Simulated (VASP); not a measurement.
# TeRu in VASP: notebook

TeRu is run at these levels: PBEsol; tasks: single point.

All numbers are computed with VASP 6.6.1; they aren't measurements. Logs are shortened: lines on timing, memory, paths and dates and some standing lists are left out, and cuts for length are marked.

### 1 The cell of the first run

It takes space group F-43m (No. 216, cubic). The conventional cell has a = 6.004 Å, b = 6.004 Å, c = 6.004 Å, α = 90.00°, β = 90.00°, γ = 90.00°. Within 3.4 Å of Ru (site symmetry -43m) lie 4 Te at 2.60 Å. Te (site symmetry -43m) has 4 Ru at 2.60 Å within 3.4 Å.

### 2 Single point, PBEsol (27.06 Å³/atom)

The input, INCAR:

```
  PREC = Accurate
  ENCUT = 520
  EDIFF = 1E-7
  ISMEAR = 0
  SIGMA = 0.05
  LREAL = F
  LASPH = T
  NELM = 60
  ALGO = Normal
  ISIF = 2
  LWAVE = F
  LCHARG = T
  GGA = PS
  LELF = T
  LVHAR = T
  NBANDS = 17
```

The input, KPOINTS:

```
regular mesh
0
Gamma
  8 8 8
```

The input, POSCAR:

```
TeRu
1.0
    0.0000000000      3.0021551641      3.0021551641
    3.0021551641      0.0000000000      3.0021551641
    3.0021551641      3.0021551641      0.0000000000
Ru Te
1 1
Direct
    0.0000000000      0.0000000000      0.0000000000
    0.2500000000      0.2500000000      0.2500000000
```

Potentials or basis: VASP PAW PBE potentials, release 64 (Ru_pv, Te).

Run with:

```console
$ cat potpaw_PBE.64/Ru_pv/POTCAR potpaw_PBE.64/Te/POTCAR > POTCAR
$ mpirun -np 1 vasp_std > vasp.out
```

OUTCAR:

```text
PREC = Accurate
   ENCUT = 520
   EDIFF = 1E-7
   ISMEAR = 0
   LREAL = F
   LASPH = T
   NELM = 60
   ISIF = 2
   GGA = PS

 ion  position               nearest neighbor table
   1  0.000  0.000  0.000-   2 2.60   2 2.60   2 2.60   2 2.60
   2  0.250  0.250  0.250-   1 2.60   1 2.60   1 2.60   1 2.60

  LATTYP: Found a face centered cubic cell.
 ALAT       =     6.0043103282

  Lattice vectors:

 A1 = (   0.0000000000,   3.0021551641,   3.0021551641)
 A2 = (   3.0021551641,   0.0000000000,   3.0021551641)
 A3 = (   3.0021551641,   3.0021551641,   0.0000000000)

Analysis of symmetry for initial positions (statically):
=====================================================================
 Subroutine PRICEL returns:
 Original cell was already a primitive cell.

 Routine SETGRP: Setting up the symmetry group for a
 face centered cubic supercell.

 Subroutine GETGRP returns: Found 24 space group operations
 (whereof 24 operations were pure point group operations)
 out of a pool of 48 trial point group operations.

The static configuration has the point symmetry T_d .

Analysis of symmetry for dynamics (positions and initial velocities):
=====================================================================
 Subroutine PRICEL returns:
 Original cell was already a primitive cell.

 Routine SETGRP: Setting up the symmetry group for a
 face centered cubic supercell.

 Subroutine GETGRP returns: Found 24 space group operations
 (whereof 24 operations were pure point group operations)
 out of a pool of 48 trial point group operations.

The dynamic configuration has the point symmetry T_d .

 Subroutine INISYM returns: Found 24 space group operations
 (whereof 24 operations are pure point group operations),
 and found     1 'primitive' translations

----------------------------------------------------------------------------------------

                                     Primitive cell

  volume of cell :      54.1165

  direct lattice vectors                    reciprocal lattice vectors
     0.000000000  3.002155164  3.002155164    -0.166547021  0.166547021  0.166547021
     3.002155164  0.000000000  3.002155164     0.166547021 -0.166547021  0.166547021
     3.002155164  3.002155164  0.000000000     0.166547021  0.166547021 -0.166547021

  length of vectors
     4.245688549  4.245688549  4.245688549     0.288467903  0.288467903  0.288467903

  position of ions in fractional coordinates (direct lattice)
     0.000000000  0.000000000  0.000000000
     0.250000000  0.250000000  0.250000000

  ion indices of the primitive-cell ions
   primitive index   ion index
                 1           1
                 2           2

----------------------------------------------------------------------------------------

 KPOINTS: regular mesh

Automatic generation of k-mesh.
 Grid dimensions read from file:
 generate k-points for:    8    8    8

 Generating k-lattice:

  Cartesian coordinates                     Fractional coordinates (reciprocal lattice)
    -0.020818378  0.020818378  0.020818378     0.125000000  0.000000000  0.000000000
     0.020818378 -0.020818378  0.020818378     0.000000000  0.125000000  0.000000000
     0.020818378  0.020818378 -0.020818378     0.000000000  0.000000000  0.125000000

  Length of vectors
     0.036058488  0.036058488  0.036058488

  Shift w.r.t. Gamma in fractional coordinates (k-lattice)
     0.000000000  0.000000000  0.000000000

 Subroutine IBZKPT returns following result:
 ===========================================

 Found     29 irreducible k-points:

 Following reciprocal coordinates:
            Coordinates               Weight
  0.000000  0.000000  0.000000      1.000000
  0.125000  0.000000  0.000000      8.000000
  0.250000  0.000000  0.000000      8.000000
  0.375000  0.000000  0.000000      8.000000
  0.500000  0.000000  0.000000      4.000000
  0.125000  0.125000  0.000000      6.000000
[... 16 lines left out ...]
  0.500000  0.250000  0.125000     48.000000
 -0.375000  0.250000  0.125000     24.000000
 [... further k-points ...]
   k-points           NKPTS =     29   k-points in BZ     NKDIM =     29   number of bands    NBANDS=     17
   number of dos      NEDOS =    301   number of ions     NIONS =      2
   total plane-waves  NPLWV =  32768
   dimension x,y,z NGX =    32 NGY =   32 NGZ =   32
   dimension x,y,z NGXF=    64 NGYF=   64 NGZF=   64
   ions per type =               1   1
   NGX,Y,Z   is equivalent  to a cutoff of  12.53, 12.53, 12.53 a.u.
   NGXF,Y,Z  is equivalent  to a cutoff of  25.06, 25.06, 25.06 a.u.
 SYSTEM =  unknown system
   PREC   = accura    normal or accurate (medium, high low for compatibility)
   ISTART =      0    job   : 0-new  1-cont  2-samecut
   ICHARG =      2    charge: 1-file 2-atom 10-const
   ISPIN  =      1    spin polarized calculation?
   LNONCOLLINEAR =      F non collinear calculations
   LSORBIT =      F    spin-orbit coupling
   LASPH  =      T    aspherical Exc in radial PAW
   ENCUT  =  520.0 eV  38.22 Ry    6.18 a.u.   7.89  7.89  7.89*2*pi/ulx,y,z
   NELM   =     60;   NELMIN=  2; NELMDL= -5     # of ELM steps
   EDIFF  = 0.1E-06   stopping-criterion for ELM
   LREAL  =      F    real-space projection
   EDIFFG = 0.1E-05   stopping-criterion for IOM
   NSW    =      0    number of steps for IOM
   IBRION =     -1    ionic relax: 0-MD 1-quasi-New 2-CG
   NFREE  =      0    steps in history (QN), initial steepest desc. (CG)
   ISIF   =      2    stress and relaxation
   ISYM   =      2    0-nonsym 1-usesym 2-fastsym
   POTIM  = 0.5000    time-step for ionic-motion
   TEBEG  =    0.0;   TEEND  =   0.0 temperature during run
   PSTRESS=    0.0 pullay stress
   NELECT =      20.0000    total number of electrons
   NUPDOWN=      -1.0000    fix difference up-down
   EMIN   =  10.00;   EMAX   =-10.00  energy-range for DOS
   EFERMI =   0.00;   METHOD = LEGACY
   ISMEAR =     0;   SIGMA  =   0.05  broadening in eV -4-tet -1-fermi 0-gaus
   EFERMI_NEDOS =   21; number of points for ismear=-14 and -15
   IALGO  =     38    algorithm
   IMIX   =      4    mixing-type and parameters
     AMIX     =   0.40;   BMIX     =  1.00
     AMIX_MAG =   1.60;   BMIX_MAG =  1.00
  volume/ion in A,a.u.               =      27.06       182.60
  Fermi-wavevector in a.u.,A,eV,Ry     =   1.174830  2.220107 18.779109  1.380226
  Thomas-Fermi vector in A             =   2.311221
   LORBIT       =      0    0 simple, 1 ext, 2 COOP (PROOUT), +10 PAW based schemes
   GGA     = PS    functional components
   LHFCALC =     F    Hartree Fock is set to
   AEXX    =    0.0000 exact exchange contribution
   IVDW    =     0    specifies the selected vdW correction
   LEPSILON=     F    determine dielectric tensor
   LRPA    =     F    only Hartree local field effects (RPA)
 non-spin polarized calculation
 Gauss-broadening in eV      SIGMA  =   0.05
  energy-cutoff  :      520.00
  volume of cell :       54.12
 maximum number of plane-waves:      1475
   NGX = 15   NGY = 15   NGZ = 15

 number of electron      20.0000005 magnetization

 Free energy of the ion-electron system (eV)
  ---------------------------------------------------
  ext. energy  EPLUGINS =         0.00000000
  ---------------------------------------------------
  free energy    TOTEN  =       -12.71296833 eV

  energy without entropy =      -12.70938000  energy(sigma->0) =      -12.71117416

 E-fermi :   6.1188     XC(G=0): -10.0088

 val. band max:        6.1144172364   @ k =   0.3750   0.3750   0.0000
 cond. band min:       6.1358694589   @ k =   0.5000   0.3750   0.1250
 fundamental gap:      0.0214522225
 Fermi energy:         6.1188429955

 k-point     1 :       0.0000    0.0000    0.0000
  band No.  band energies     occupation
      1     -35.9370      2.00000
      2     -35.9370      2.00000
      3     -35.9370      2.00000
      4      -6.3406      2.00000
      5       2.1680      2.00000
      6       2.1680      2.00000
[... 9 lines left out ...]
     16      12.3557      0.00000
     17      16.0152      0.00000

 k-point     2 :       0.1250    0.0000    0.0000
  band No.  band energies     occupation
      1     -35.9385      2.00000
      2     -35.9372      2.00000
      3     -35.9372      2.00000
      4      -6.2404      2.00000
      5       2.0002      2.00000
      6       2.2178      2.00000
[... 9 lines left out ...]
     16      12.6423      0.00000
     17      16.2743      0.00000

 k-point     3 :       0.2500    0.0000    0.0000
  band No.  band energies     occupation
      1     -35.9421      2.00000
      2     -35.9378      2.00000
      3     -35.9378      2.00000
      4      -5.9837      2.00000
      5       1.6506      2.00000
      6       2.3294      2.00000
[... 9 lines left out ...]
     16      13.1254      0.00000
     17      16.0605      0.00000

 k-point     4 :       0.3750    0.0000    0.0000
  band No.  band energies     occupation
      1     -35.9458      2.00000
      2     -35.9384      2.00000
      3     -35.9384      2.00000
      4      -5.7023      2.00000
      5       1.3617      2.00000
      6       2.4224      2.00000
[... 9 lines left out ...]
     16      13.7966      0.00000
     17      16.2668      0.00000
[... 343 lines left out ...]
      1     -35.9434      2.00000
      2     -35.9394      2.00000
      3     -35.9385      2.00000
      4      -5.7845      2.00000
      5       1.4978      2.00000
      6       2.3573      2.00000
[... 9 lines left out ...]
     16      14.5113      0.00000
     17      15.6087      0.00000

 k-point    23 :       0.5000    0.2500    0.1250
  band No.  band energies     occupation
      1     -35.9456      2.00000
      2     -35.9405      2.00000
      3     -35.9391      2.00000
      4      -5.5518      2.00000
      5       1.4756      2.00000
      6       2.2423      2.00000
[... 9 lines left out ...]
     16      14.9599      0.00000
     17      16.4234      0.00000

 k-point    24 :      -0.3750    0.2500    0.1250
  band No.  band energies     occupation
      1     -35.9466      2.00000
      2     -35.9408      2.00000
      3     -35.9394      2.00000
      4      -5.4502      2.00000
      5       1.5400      2.00000
      6       2.1292      2.00000
[... 9 lines left out ...]
     16      15.3604      0.00000
     17      16.4898      0.00000

 [... further k-points ...]

------------------------ aborting loop because EDIFF is reached ----------------------------------------

  FORCE on cell =-STRESS in cart. coord.  units (eV):
  Direction    XX          YY          ZZ          XY          YZ          ZX
  --------------------------------------------------------------------------------------
  -------------------------------------------------------------------------------------
  Total       -2.8466004     -2.8466004     -2.8466004     -0.0000000      0.0000000      0.0000000
  in kB      -84.2767328    -84.2767328    -84.2767328     -0.0000000      0.0000000      0.0000000
  external PRESSURE =     -84.2767328 kB  Pullay stress =       0.0000000 kB

 VOLUME and BASIS-vectors are now :
 -----------------------------------------------------------------------------
  energy-cutoff  :      520.00
  volume of cell :       54.12
      direct lattice vectors                 reciprocal lattice vectors
     0.000000000  3.002155164  3.002155164    -0.166547021  0.166547021  0.166547021
     3.002155164  0.000000000  3.002155164     0.166547021 -0.166547021  0.166547021
     3.002155164  3.002155164  0.000000000     0.166547021  0.166547021 -0.166547021

 POSITION                                       TOTAL-FORCE (eV/Angst)
 -----------------------------------------------------------------------------------
      0.00000      0.00000      0.00000        -0.000000      0.000000     -0.000000
      1.50108      1.50108      1.50108         0.000000     -0.000000      0.000000
 -----------------------------------------------------------------------------------
    total drift:                               -0.000000     -0.000000     -0.000000

  FREE ENERGIE OF THE ION-ELECTRON SYSTEM (eV)
  ---------------------------------------------------
  free  energy   TOTEN  =       -12.7129683267 eV

  energy  without entropy=      -12.7093799981  energy(sigma->0) =      -12.71117416
```

Wall time 14 s (1 thread of AMD EPYC 9R45 (Zen 5), shared host); peak memory 0.16 GiB.

What came out:

| Property | Result |
| --- | --- |
| Free energy | -12.7130 eV |
| Pressure | -8.4 GPa |
| Band gap on the k mesh | zero (bands 10 and 11 overlap by 2.96 eV) |

Caveat: the cell stands under tension; the PAW data sets were made with another functional, which shifts forces and pressure a little; spin-orbit coupling is left out, which moves the levels of the heavy elements.

(Continued in part 2 of 3.)
